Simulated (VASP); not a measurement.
# MgS (Fm-3m) in VASP: notebook, part 2 of 3

VASP 6.6.1. The steps go on from the part before.

## 4. Single point, PBEsol

This run uses another cell than the first one, of 17.61 Å³/atom.

Input file INCAR:

```
ALGO = Normal
EDIFF = 1E-7
ENCUT = 520
GGA = PS
ISIF = 2
ISMEAR = -1
LASPH = T
LCHARG = F
LREAL = F
LWAVE = F
NBANDS = 11
NELM = 80
PREC = Accurate
SIGMA = 0.01
```

Input file KPOINTS:

```
k-points
0
Gamma
  9 9 9
```

Input file POSCAR:

```
MgS
1.0
    0.0000000000      2.6016500000      2.6016500000
    2.6016500000      0.0000000000      2.6016500000
    2.6016500000      2.6016500000      0.0000000000
S Mg
1 1
Direct
    0.5000000000      0.5000000000      0.5000000000
    0.0000000000      0.0000000000      0.0000000000
```

Potentials or basis: VASP PAW PBE potentials, release 64 (S, Mg).

On the command line:

```bash
cat potpaw_PBE.64/S/POTCAR potpaw_PBE.64/Mg/POTCAR > POTCAR
mpirun -np 1 vasp_std > vasp.out
```

OUTCAR:

```text
EDIFF = 1E-7
   ENCUT = 520
   GGA = PS
   ISIF = 2
   ISMEAR = -1
   LASPH = T
   LREAL = F
   NELM = 80
   PREC = Accurate

 ion  position               nearest neighbor table
   1  0.500  0.500  0.500-   2 2.60   2 2.60   2 2.60   2 2.60   2 2.60   2 2.60
   2  0.000  0.000  0.000-   1 2.60   1 2.60   1 2.60   1 2.60   1 2.60   1 2.60

  LATTYP: Found a face centered cubic cell.
 ALAT       =     5.2033000000

  Lattice vectors:

 A1 = (   0.0000000000,   2.6016500000,   2.6016500000)
 A2 = (   2.6016500000,   0.0000000000,   2.6016500000)
 A3 = (   2.6016500000,   2.6016500000,   0.0000000000)

Analysis of symmetry for initial positions (statically):
=====================================================================
 Subroutine PRICEL returns:
 Original cell was already a primitive cell.

 Routine SETGRP: Setting up the symmetry group for a
 face centered cubic supercell.

 Subroutine GETGRP returns: Found 48 space group operations
 (whereof 48 operations were pure point group operations)
 out of a pool of 48 trial point group operations.

The static configuration has the point symmetry O_h .

Analysis of symmetry for dynamics (positions and initial velocities):
=====================================================================
 Subroutine PRICEL returns:
 Original cell was already a primitive cell.

 Routine SETGRP: Setting up the symmetry group for a
 face centered cubic supercell.

 Subroutine GETGRP returns: Found 48 space group operations
 (whereof 48 operations were pure point group operations)
 out of a pool of 48 trial point group operations.

The dynamic configuration has the point symmetry O_h .

 Subroutine INISYM returns: Found 48 space group operations
 (whereof 48 operations are pure point group operations),
 and found     1 'primitive' translations

----------------------------------------------------------------------------------------

                                     Primitive cell

  volume of cell :      35.2190

  direct lattice vectors                    reciprocal lattice vectors
     0.000000000  2.601650000  2.601650000    -0.192185728  0.192185728  0.192185728
     2.601650000  0.000000000  2.601650000     0.192185728 -0.192185728  0.192185728
     2.601650000  2.601650000  0.000000000     0.192185728  0.192185728 -0.192185728

  length of vectors
     3.679288715  3.679288715  3.679288715     0.332875446  0.332875446  0.332875446

  position of ions in fractional coordinates (direct lattice)
     0.500000000  0.500000000  0.500000000
     0.000000000  0.000000000  0.000000000

  ion indices of the primitive-cell ions
   primitive index   ion index
                 1           1
                 2           2

----------------------------------------------------------------------------------------

 KPOINTS: k-points

Automatic generation of k-mesh.
 Grid dimensions read from file:
 generate k-points for:    9    9    9

 Generating k-lattice:

  Cartesian coordinates                     Fractional coordinates (reciprocal lattice)
    -0.021353970  0.021353970  0.021353970     0.111111111  0.000000000  0.000000000
     0.021353970 -0.021353970  0.021353970     0.000000000  0.111111111  0.000000000
     0.021353970  0.021353970 -0.021353970     0.000000000  0.000000000  0.111111111

  Length of vectors
     0.036986161  0.036986161  0.036986161

  Shift w.r.t. Gamma in fractional coordinates (k-lattice)
     0.000000000  0.000000000  0.000000000

 Subroutine IBZKPT returns following result:
 ===========================================

 Found     35 irreducible k-points:

 Following reciprocal coordinates:
            Coordinates               Weight
  0.000000  0.000000  0.000000      1.000000
  0.111111  0.000000  0.000000      8.000000
  0.222222  0.000000  0.000000      8.000000
  0.333333  0.000000  0.000000      8.000000
  0.444444  0.000000  0.000000      8.000000
  0.111111  0.111111  0.000000      6.000000
[... 16 lines left out ...]
 -0.333333  0.333333  0.000000     12.000000
  0.444444  0.444444  0.000000      6.000000
 [... further k-points ...]
   k-points           NKPTS =     35   k-points in BZ     NKDIM =     35   number of bands    NBANDS=     11
   number of dos      NEDOS =    301   number of ions     NIONS =      2
   total plane-waves  NPLWV =  21952
   dimension x,y,z NGX =    28 NGY =   28 NGZ =   28
   dimension x,y,z NGXF=    56 NGYF=   56 NGZF=   56
   ions per type =               1   1
   NGX,Y,Z   is equivalent  to a cutoff of  12.65, 12.65, 12.65 a.u.
   NGXF,Y,Z  is equivalent  to a cutoff of  25.30, 25.30, 25.30 a.u.
 SYSTEM =  unknown system
   PREC   = accura    normal or accurate (medium, high low for compatibility)
   ISTART =      0    job   : 0-new  1-cont  2-samecut
   ICHARG =      2    charge: 1-file 2-atom 10-const
   ISPIN  =      1    spin polarized calculation?
   LNONCOLLINEAR =      F non collinear calculations
   LSORBIT =      F    spin-orbit coupling
   LASPH  =      T    aspherical Exc in radial PAW
   ENCUT  =  520.0 eV  38.22 Ry    6.18 a.u.   6.84  6.84  6.84*2*pi/ulx,y,z
   NELM   =     80;   NELMIN=  2; NELMDL= -5     # of ELM steps
   EDIFF  = 0.1E-06   stopping-criterion for ELM
   LREAL  =      F    real-space projection
   EDIFFG = 0.1E-05   stopping-criterion for IOM
   NSW    =      0    number of steps for IOM
   IBRION =     -1    ionic relax: 0-MD 1-quasi-New 2-CG
   NFREE  =      0    steps in history (QN), initial steepest desc. (CG)
   ISIF   =      2    stress and relaxation
   ISYM   =      2    0-nonsym 1-usesym 2-fastsym
   POTIM  = 0.5000    time-step for ionic-motion
   TEBEG  =    0.0;   TEEND  =   0.0 temperature during run
   PSTRESS=    0.0 pullay stress
   NELECT =       8.0000    total number of electrons
   NUPDOWN=      -1.0000    fix difference up-down
   EMIN   =  10.00;   EMAX   =-10.00  energy-range for DOS
   EFERMI =   0.00;   METHOD = LEGACY
   ISMEAR =    -1;   SIGMA  =   0.01  broadening in eV -4-tet -1-fermi 0-gaus
   EFERMI_NEDOS =   21; number of points for ismear=-14 and -15
   IALGO  =     38    algorithm
   IMIX   =      4    mixing-type and parameters
     AMIX     =   0.40;   BMIX     =  1.00
     AMIX_MAG =   1.60;   BMIX_MAG =  1.00
  volume/ion in A,a.u.               =      17.61       118.83
  Fermi-wavevector in a.u.,A,eV,Ry     =   0.998878  1.887606 13.575323  0.997758
  Thomas-Fermi vector in A             =   2.131131
   LORBIT       =      0    0 simple, 1 ext, 2 COOP (PROOUT), +10 PAW based schemes
   GGA     = PS    functional components
   LHFCALC =     F    Hartree Fock is set to
   AEXX    =    0.0000 exact exchange contribution
   IVDW    =     0    specifies the selected vdW correction
   LEPSILON=     F    determine dielectric tensor
   LRPA    =     F    only Hartree local field effects (RPA)
 non-spin polarized calculation
  energy-cutoff  :      520.00
  volume of cell :       35.22
 maximum number of plane-waves:       958
   NGX = 13   NGY = 13   NGZ = 13

 number of electron       8.0000000 magnetization

 Free energy of the ion-electron system (eV)
  ---------------------------------------------------
  ext. energy  EPLUGINS =         0.00000000
  ---------------------------------------------------
  free energy    TOTEN  =        -9.07352279 eV

  energy without entropy =       -9.07352279  energy(sigma->0) =       -9.07352279

 E-fermi :   3.9119     XC(G=0):  -9.8366

 val. band max:        3.6749929716   @ k =   0.0000   0.0000   0.0000
 cond. band min:       6.5092722842   @ k =   0.4444   0.4444   0.0000
 fundamental gap:      2.8342793126
 Fermi energy:         3.9118852003

 k-point     1 :       0.0000    0.0000    0.0000
  band No.  band energies     occupation
      1      -9.0082      2.00000
      2       3.6750      2.00000
      3       3.6750      2.00000
      4       3.6750      2.00000
      5       7.2682      0.00000
      6      11.5294      0.00000
      7      11.5294      0.00000
      8      11.5294      0.00000
      9      13.9866      0.00000
     10      13.9866      0.00000
     11      15.9716      0.00000
[... 309 lines left out ...]
 k-point    24 :       0.4444    0.4444    0.0000
  band No.  band energies     occupation
      1      -7.3716      2.00000
      2      -0.4885      2.00000
      3       2.0056      2.00000
      4       2.0056      2.00000
      5       6.5093      0.00000
      6       7.9811      0.00000
      7      15.1932      0.00000
      8      16.3763      0.00000
      9      16.5783      0.00000
     10      16.5783      0.00000
     11      19.9341      0.00000

 [... further k-points ...]

------------------------ aborting loop because EDIFF is reached ----------------------------------------

  FORCE on cell =-STRESS in cart. coord.  units (eV):
  Direction    XX          YY          ZZ          XY          YZ          ZX
  --------------------------------------------------------------------------------------
  -------------------------------------------------------------------------------------
  Total       -0.2497505     -0.2497505     -0.2497505      0.0000000      0.0000000     -0.0000000
  in kB      -11.3616228    -11.3616228    -11.3616228      0.0000000      0.0000000     -0.0000000
  external PRESSURE =     -11.3616228 kB  Pullay stress =       0.0000000 kB

 VOLUME and BASIS-vectors are now :
 -----------------------------------------------------------------------------
  energy-cutoff  :      520.00
  volume of cell :       35.22
      direct lattice vectors                 reciprocal lattice vectors
     0.000000000  2.601650000  2.601650000    -0.192185728  0.192185728  0.192185728
     2.601650000  0.000000000  2.601650000     0.192185728 -0.192185728  0.192185728
     2.601650000  2.601650000  0.000000000     0.192185728  0.192185728 -0.192185728

 POSITION                                       TOTAL-FORCE (eV/Angst)
 -----------------------------------------------------------------------------------
      2.60165      2.60165      2.60165        -0.000000      0.000000     -0.000000
      0.00000      0.00000      0.00000         0.000000     -0.000000      0.000000
 -----------------------------------------------------------------------------------
    total drift:                                0.000000      0.000000      0.000000

  FREE ENERGIE OF THE ION-ELECTRON SYSTEM (eV)
  ---------------------------------------------------
  free  energy   TOTEN  =        -9.0735227939 eV

  energy  without entropy=       -9.0735227939  energy(sigma->0) =       -9.07352279
```

OSZICAR:

```text
N       E                     dE             d eps       ncg     rms          rms(c)
DAV:   1     0.221207281850E+02    0.22121E+02   -0.36330E+03   802   0.600E+02
DAV:   2    -0.801730603210E+01   -0.30138E+02   -0.28172E+02  1012   0.972E+01
DAV:   3    -0.943586685119E+01   -0.14186E+01   -0.14162E+01   964   0.231E+01
DAV:   4    -0.944401747434E+01   -0.81506E-02   -0.81500E-02   905   0.213E+00
DAV:   5    -0.944409074256E+01   -0.73268E-04   -0.73267E-04   947   0.196E-01    0.411E+00
DAV:   6    -0.911733444870E+01    0.32676E+00   -0.69323E-01   869   0.323E+00    0.310E+00
DAV:   7    -0.907642250998E+01    0.40912E-01   -0.18251E-01   926   0.180E+00    0.191E+00
DAV:   8    -0.907373506010E+01    0.26874E-02   -0.10343E-02   836   0.583E-01    0.719E-01
DAV:   9    -0.907353246127E+01    0.20260E-03   -0.47027E-04   875   0.121E-01    0.315E-01
DAV:  10    -0.907352200337E+01    0.10458E-04   -0.12878E-04   893   0.506E-02    0.199E-02
DAV:  11    -0.907352308643E+01   -0.10831E-05   -0.15654E-06   944   0.801E-03    0.174E-02
DAV:  12    -0.907352290931E+01    0.17712E-06   -0.13224E-07   822   0.196E-03    0.556E-03
DAV:  13    -0.907352279055E+01    0.11876E-06   -0.99194E-08   475   0.136E-03    0.164E-04
DAV:  14    -0.907352279391E+01   -0.33612E-08   -0.32622E-09   448   0.401E-04
   1 F= -.90735228E+01 E0= -.90735228E+01  d E =-.105040E-12
```

stdout:

```text
POSCAR found type information on POSCAR S Mg
 POSCAR found :  2 types and       2 ions
 scaLAPACK will be used
 -----------------------------------------------------------------------------
|                                                                             |
|                                                                             |
|     You enforced a specific xc type in the INCAR file but a different       |
|     I HOPE YOU KNOW WHAT YOU ARE DOING!                                     |
|                                                                             |
 -----------------------------------------------------------------------------

 LDA part: xc-table for (Slater+PW92), standard interpolation
 POSCAR, INCAR and KPOINTS ok, starting setup
 FFT: planning ... GRIDC
 FFT: planning ... GRID_SOFT
 FFT: planning ... GRID
 WAVECAR not read
 entering main loop
```

It took 8 s on 1 thread of AMD EPYC 9R45 (Zen 5), shared host; peak memory 0.13 GiB.

Results:

| Property | Result |
| --- | --- |
| Free energy | -9.0735 eV |
| Pressure | -1.1 GPa |
| Band gap on the k mesh | 2.83 eV (least direct gap 3.59 eV) |

Levels at points of the mesh, in eV from the valence-band top:
```
           k point  band 1  band 2  band 3  band 4  band 5  band 6  band 7  band 8  band 9
(0.00, 0.00, 0.00)  -12.68    0.00    0.00    0.00    3.59    7.85    7.85    7.85   10.31
```

Caveat: the PAW data sets were made with another functional, which shifts forces and pressure a little; an odd mesh through Γ misses points on the zone boundary, where band edges can lie. PBEsol gaps usually lie below the measured ones, often by a third to a half.

(Continued in part 3 of 3.)
